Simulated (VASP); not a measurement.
# WS2 (P6_3/mmc) in VASP: further runs

The runs below take WS2 through single point, with PBE.

All numbers are computed with VASP 6.6.1; they aren't measurements. Logs are shortened: lines on timing, memory, paths and dates and some standing lists are left out, and cuts for length are marked.

**1. The cell of the first run**

The structure is hexagonal, space group P6_3/mmc (No. 194). Conventional cell: a = 3.188 Å, b = 3.188 Å, c = 14.857 Å, α = 90.00°, β = 90.00°, γ = 120.00°. Within 3.2 Å of W (site symmetry -6m2) lie 6 S at 2.42 Å and 6 W at 3.19 Å. Within 3.2 Å of S (site symmetry 3m) lie 3 W at 2.42 Å and 7 S at 3.14 to 3.19 Å.

**2. Single point, PBE, collinear spin**

Input file INCAR:

```
SYSTEM = WS2
PREC     = Accurate       ! precision mode
ENCUT    = 520            ! plane-wave cutoff, eV
EDIFF    = 1E-6           ! SCF threshold, eV
ISMEAR   = 0              ! smearing method
SIGMA    = 0.05           ! smearing width, eV
LREAL    = .FALSE.        ! projectors in reciprocal space
LASPH    = .TRUE.         ! aspherical terms in the spheres
NELM     = 150            ! most SCF steps
ALGO     = Normal         ! electronic algorithm
ISIF     = 2              ! what is computed and relaxed
LWAVE    = .FALSE.        ! write WAVECAR
LCHARG   = .TRUE.         ! write CHGCAR
ISPIN    = 2              ! spin polarisation
MAGMOM   = 0.5 0.5 0 0 0 0 ! initial moments
LORBIT   = 11             ! projections on sites
LMAXMIX  = 4              ! l up to which the mixer works
GGA      = PE             ! functional
LELF     = .TRUE.         ! ELF
LVHAR    = .TRUE.       
NBANDS   = 39             ! bands
```

Input file KPOINTS:

```
Automatic mesh
0
G
  10 10 2
  0 0 0
```

Input file POSCAR:

```
WS2
1.0
    3.1878273111      0.0000000001      0.0000000000
   -1.5939136556      2.7607394343      0.0000000000
    0.0000000000      0.0000000000     14.8571278143
W S
2 4
Direct
    0.3333333333      0.6666666667      0.2500000000
    0.6666666667      0.3333333333      0.7500000000
    0.3333333333      0.6666666667      0.6442570267
    0.6666666667      0.3333333333      0.1442570267
    0.3333333333      0.6666666667      0.8557429733
    0.6666666667      0.3333333333      0.3557429733
```

Potentials or basis: VASP PAW PBE potentials, release 64 (W_sv, S).

Run with:

```bash
$ cat potpaw_PBE.64/W_sv/POTCAR potpaw_PBE.64/S/POTCAR > POTCAR
$ mpirun -np 1 vasp_std > vasp.out
```

OUTCAR:

```text
SYSTEM = WS2
   PREC = Accurate
   ENCUT = 520
   EDIFF = 1E-6
   ISMEAR = 0
   LREAL = .FALSE.
   LASPH = .TRUE.
   NELM = 150
   ISIF = 2
   ISPIN = 2
   LORBIT = 11
   GGA = PE

 ion  position               nearest neighbor table
   1  0.333  0.667  0.250-   4 2.42   6 2.42   4 2.42   6 2.42   4 2.42   6 2.42
   2  0.667  0.333  0.750-   3 2.42   5 2.42   3 2.42   5 2.42   3 2.42   5 2.42
   3  0.333  0.667  0.644-   2 2.42   2 2.42   2 2.42
   4  0.667  0.333  0.144-   1 2.42   1 2.42   1 2.42
   5  0.333  0.667  0.856-   2 2.42   2 2.42   2 2.42
   6  0.667  0.333  0.356-   1 2.42   1 2.42   1 2.42

  LATTYP: Found a hexagonal cell.
 ALAT       =     3.1878273111
 C/A-ratio  =     4.6605811308

  Lattice vectors:

 A1 = (   3.1878273111,   0.0000000001,   0.0000000000)
 A2 = (  -1.5939136556,   2.7607394343,   0.0000000000)
 A3 = (   0.0000000000,   0.0000000000,  14.8571278143)

Analysis of symmetry for initial positions (statically):
=====================================================================
 Subroutine PRICEL returns:
 Original cell was already a primitive cell.

 Routine SETGRP: Setting up the symmetry group for a
 hexagonal supercell.

 Subroutine GETGRP returns: Found 24 space group operations
 (whereof 12 operations were pure point group operations)
 out of a pool of 24 trial point group operations.

The static configuration has the point symmetry D_3d.
 The point group associated with its full space group is D_6h.

Analysis of symmetry for dynamics (positions and initial velocities):
=====================================================================
 Subroutine PRICEL returns:
 Original cell was already a primitive cell.

 Routine SETGRP: Setting up the symmetry group for a
 hexagonal supercell.

 Subroutine GETGRP returns: Found 24 space group operations
 (whereof 12 operations were pure point group operations)
 out of a pool of 24 trial point group operations.

The dynamic configuration has the point symmetry D_3d.
 The point group associated with its full space group is D_6h.

Analysis of structural, dynamic, and magnetic symmetry:
=====================================================================
 Subroutine PRICEL returns:
 Original cell was already a primitive cell.

 Routine SETGRP: Setting up the symmetry group for a
 hexagonal supercell.

 Subroutine GETGRP returns: Found 24 space group operations
 (whereof 12 operations were pure point group operations)
 out of a pool of 24 trial point group operations.

The overall configuration has the point symmetry D_3d.
 The point group associated with its full space group is D_6h.

 Subroutine INISYM returns: Found 24 space group operations
 (whereof 12 operations are pure point group operations),
 and found     1 'primitive' translations

----------------------------------------------------------------------------------------

                                     Primitive cell

  volume of cell :     130.7540

  direct lattice vectors                    reciprocal lattice vectors
     3.187827311  0.000000000  0.000000000     0.313693278  0.181110899  0.000000000
    -1.593913656  2.760739434  0.000000000    -0.000000000  0.362221797  0.000000000
     0.000000000  0.000000000 14.857127814     0.000000000  0.000000000  0.067307760

  length of vectors
     3.187827311  3.187827311 14.857127814     0.362221797  0.362221797  0.067307760

  position of ions in fractional coordinates (direct lattice)
     0.333333333  0.666666667  0.250000000
     0.666666667  0.333333333  0.750000000
     0.333333333  0.666666667  0.644257027
     0.666666667  0.333333333  0.144257027
     0.333333333  0.666666667  0.855742973
     0.666666667  0.333333333  0.355742973

  ion indices of the primitive-cell ions
   primitive index   ion index
                 1           1
                 2           2
                 3           3
                 4           4
                 5           5
                 6           6

----------------------------------------------------------------------------------------

 KPOINTS: Automatic mesh

Automatic generation of k-mesh.
 Grid dimensions read from file:
[... 46 lines left out ...]
 [... further k-points ...]
   k-points           NKPTS =     28   k-points in BZ     NKDIM =     28   number of bands    NBANDS=     39
   number of dos      NEDOS =    301   number of ions     NIONS =      6
   total plane-waves  NPLWV =  64512
   dimension x,y,z NGX =    24 NGY =   24 NGZ =  112
   dimension x,y,z NGXF=    48 NGYF=   48 NGZF=  224
   ions per type =               2   4
   NGX,Y,Z   is equivalent  to a cutoff of  12.52, 12.52, 12.53 a.u.
   NGXF,Y,Z  is equivalent  to a cutoff of  25.03, 25.03, 25.06 a.u.
 SYSTEM =  WS2
   PREC   = accura    normal or accurate (medium, high low for compatibility)
   ISTART =      0    job   : 0-new  1-cont  2-samecut
   ICHARG =      2    charge: 1-file 2-atom 10-const
   ISPIN  =      2    spin polarized calculation?
   LNONCOLLINEAR =      F non collinear calculations
   LSORBIT =      F    spin-orbit coupling
   LASPH  =      T    aspherical Exc in radial PAW
   ENCUT  =  520.0 eV  38.22 Ry    6.18 a.u.   5.93  5.93 27.62*2*pi/ulx,y,z
   NELM   =    150;   NELMIN=  2; NELMDL= -5     # of ELM steps
   EDIFF  = 0.1E-05   stopping-criterion for ELM
   LREAL  =      F    real-space projection
   EDIFFG = 0.1E-04   stopping-criterion for IOM
   NSW    =      0    number of steps for IOM
   IBRION =     -1    ionic relax: 0-MD 1-quasi-New 2-CG
   NFREE  =      0    steps in history (QN), initial steepest desc. (CG)
   ISIF   =      2    stress and relaxation
   ISYM   =      2    0-nonsym 1-usesym 2-fastsym
   POTIM  = 0.5000    time-step for ionic-motion
   TEBEG  =    0.0;   TEEND  =   0.0 temperature during run
   PSTRESS=    0.0 pullay stress
   NELECT =      52.0000    total number of electrons
   NUPDOWN=      -1.0000    fix difference up-down
   EMIN   =  10.00;   EMAX   =-10.00  energy-range for DOS
   EFERMI =   0.00;   METHOD = LEGACY
   ISMEAR =     0;   SIGMA  =   0.05  broadening in eV -4-tet -1-fermi 0-gaus
   EFERMI_NEDOS =   21; number of points for ismear=-14 and -15
   IALGO  =     38    algorithm
   IMIX   =      4    mixing-type and parameters
     AMIX     =   0.40;   BMIX     =  1.00
     AMIX_MAG =   1.60;   BMIX_MAG =  1.00
  volume/ion in A,a.u.               =      21.79       147.06
  Fermi-wavevector in a.u.,A,eV,Ry     =   1.203901  2.275044 19.719993  1.449379
  Thomas-Fermi vector in A             =   2.339642
   LORBIT       =     11    0 simple, 1 ext, 2 COOP (PROOUT), +10 PAW based schemes
   GGA     = PE    functional components
   LHFCALC =     F    Hartree Fock is set to
   AEXX    =    0.0000 exact exchange contribution
   IVDW    =     0    specifies the selected vdW correction
   LEPSILON=     F    determine dielectric tensor
   LRPA    =     F    only Hartree local field effects (RPA)
 spin polarized calculation
 Gauss-broadening in eV      SIGMA  =   0.05
  energy-cutoff  :      520.00
  volume of cell :      130.75
 maximum number of plane-waves:      3560
 NGX is ok and might be reduce to    24
   NGX = 11   NGY = 11   NGZ = 55

 number of electron      52.0000001 magnetization       0.0028957

 Free energy of the ion-electron system (eV)
  ---------------------------------------------------
  ext. energy  EPLUGINS =         0.00000000
  ---------------------------------------------------
  free energy    TOTEN  =       -47.36411404 eV

  energy without entropy =      -47.36411404  energy(sigma->0) =      -47.36411404

 E-fermi :   4.9490     XC(G=0):  -9.5005

 val. band max:        4.6907462013   @ k =   0.0000   0.0000   0.0000
 cond. band min:       6.4751115604   @ k =   0.2000   0.1000   0.0000
 fundamental gap:      1.7843653591
 Fermi energy:         4.9490483477

 spin component 1

 k-point     1 :       0.0000    0.0000    0.0000
  band No.  band energies     occupation
      1     -69.5243      1.00000
      2     -69.5242      1.00000
      3     -33.7521      1.00000
      4     -33.7521      1.00000
      5     -33.6084      1.00000
      6     -33.6084      1.00000
[... 973 lines left out ...]
     37      12.4066      0.00000
     38      12.4066      0.00000

 [... further k-points ...]

 spin component 2

 k-point     1 :       0.0000    0.0000    0.0000
  band No.  band energies     occupation
      1     -69.5243      1.00000
      2     -69.5242      1.00000
      3     -33.7521      1.00000
      4     -33.7521      1.00000
      5     -33.6083      1.00000
      6     -33.6083      1.00000
[... 973 lines left out ...]
     37      12.4065      0.00000
     38      12.4065      0.00000

 [... further k-points ...]

 [bands above 38 left out]

------------------------ aborting loop because EDIFF is reached ----------------------------------------

  FORCE on cell =-STRESS in cart. coord.  units (eV):
  Direction    XX          YY          ZZ          XY          YZ          ZX
  --------------------------------------------------------------------------------------
  -------------------------------------------------------------------------------------
  Total       -0.0246532     -0.0246532     -0.0311912     -0.0000000      0.0000000      0.0000000
  in kB       -0.3020850     -0.3020850     -0.3821970     -0.0000000      0.0000000      0.0000000
  external PRESSURE =      -0.3287890 kB  Pullay stress =       0.0000000 kB

 VOLUME and BASIS-vectors are now :
 -----------------------------------------------------------------------------
  energy-cutoff  :      520.00
  volume of cell :      130.75
      direct lattice vectors                 reciprocal lattice vectors
     3.187827311  0.000000000  0.000000000     0.313693278  0.181110899  0.000000000
    -1.593913656  2.760739434  0.000000000    -0.000000000  0.362221797  0.000000000
     0.000000000  0.000000000 14.857127814     0.000000000  0.000000000  0.067307760

 POSITION                                       TOTAL-FORCE (eV/Angst)
 -----------------------------------------------------------------------------------
     -0.00000      1.84049      3.71428        -0.000000      0.000000     -0.000000
      1.59391      0.92025     11.14285         0.000000     -0.000000     -0.000000
     -0.00000      1.84049      9.57181         0.000000     -0.000000     -0.003390
      1.59391      0.92025      2.14325        -0.000000      0.000000     -0.003390
     -0.00000      1.84049     12.71388         0.000000      0.000000      0.003390
      1.59391      0.92025      5.28532        -0.000000      0.000000      0.003390
 -----------------------------------------------------------------------------------
    total drift:                                0.000000     -0.000000      0.000000

  FREE ENERGIE OF THE ION-ELECTRON SYSTEM (eV)
  ---------------------------------------------------
  free  energy   TOTEN  =       -47.3641140353 eV

  energy  without entropy=      -47.3641140353  energy(sigma->0) =      -47.36411404

 total charge

# of ion       s       p       d       tot
------------------------------------------
    1        2.317   6.320   3.356  11.993
    2        2.317   6.320   3.356  11.993
    3        1.358   2.360   0.000   3.717
    4        1.358   2.360   0.000   3.717
    5        1.358   2.360   0.000   3.717
    6        1.358   2.360   0.000   3.717
--------------------------------------------------
tot         10.066  22.078   6.712  38.856

 magnetization (x)

# of ion       s       p       d       tot
------------------------------------------
    1       -0.000   0.000  -0.000  -0.000
    2       -0.000   0.000  -0.000  -0.000
    3       -0.000  -0.000   0.000  -0.000
    4       -0.000  -0.000   0.000  -0.000
    5       -0.000  -0.000   0.000  -0.000
    6       -0.000  -0.000   0.000  -0.000
--------------------------------------------------
tot         -0.000  -0.000  -0.000  -0.000
```

It took 2.8 min on 1 thread of AMD EPYC 9R45 (Zen 5), shared host; peak memory 0.38 GiB.

What came out:

```yaml
Free_energy: -47.3641 eV
Pressure: 0.0 GPa
Largest_force: 0.003 eV/Å
Band_gap_on_the_k_mesh: 1.78 eV (least direct gap 2.14 eV)
Net_moment: 0.00 μB per cell
Valence_electrons_inside_the_program's_atomic_spheres: W 11.99; S 3.72
```

Forces in eV/Å, atoms in the order of the input:
```
W    0.000  0.000  0.000
W    0.000  0.000  0.000
S    0.000  0.000 -0.003
S    0.000  0.000 -0.003
S    0.000  0.000  0.003
S    0.000  0.000  0.003
```

Levels at points of the mesh, in eV from the valence-band top:
Spin up:
```
           k point  band 23  band 24  band 25  band 26  band 27  band 28  band 29  band 30
(0.00, 0.00, 0.00)    -1.79    -1.79    -0.41     0.00     2.70     2.70     2.70     2.70
(0.50, 0.00, 0.00)    -1.46    -1.44    -1.11    -1.09     2.66     2.66     3.08     3.14
(0.00, 0.00, 0.50)    -1.79    -1.79    -0.18    -0.18     2.70     2.70     2.70     2.70
(0.50, 0.00, 0.50)    -1.45    -1.45    -1.10    -1.10     2.66     2.66     3.11     3.11
```
Spin down:
| k point | band 22 | band 23 | band 24 | band 25 | band 26 | band 27 | band 28 | band 29 | band 30 | band 31 |
| --- | --- | --- | --- | --- | --- | --- | --- | --- | --- | --- |
| (0.00, 0.00, 0.00) | -1.79 | -1.79 | -1.79 | -0.41 | 0.00 | 2.70 | 2.70 | 2.70 | 2.70 | 2.84 |
| (0.50, 0.00, 0.00) | -2.31 | -1.46 | -1.44 | -1.11 | -1.09 | 2.66 | 2.66 | 3.08 | 3.14 | 3.75 |
| (0.00, 0.00, 0.50) | -1.79 | -1.79 | -1.79 | -0.18 | -0.18 | 2.70 | 2.70 | 2.70 | 2.70 | 2.85 |
| (0.50, 0.00, 0.50) | -2.31 | -1.45 | -1.45 | -1.10 | -1.10 | 2.66 | 2.66 | 3.11 | 3.11 | 3.86 |

Caveat: spin-orbit coupling is left out, which moves the levels of the heavy elements; this functional lacks dispersion, which binds layers or chains, so the pressure and a relaxed spacing across them are unreliable. A k mesh can miss the band edges.

(Continued in part 2 of 2.)
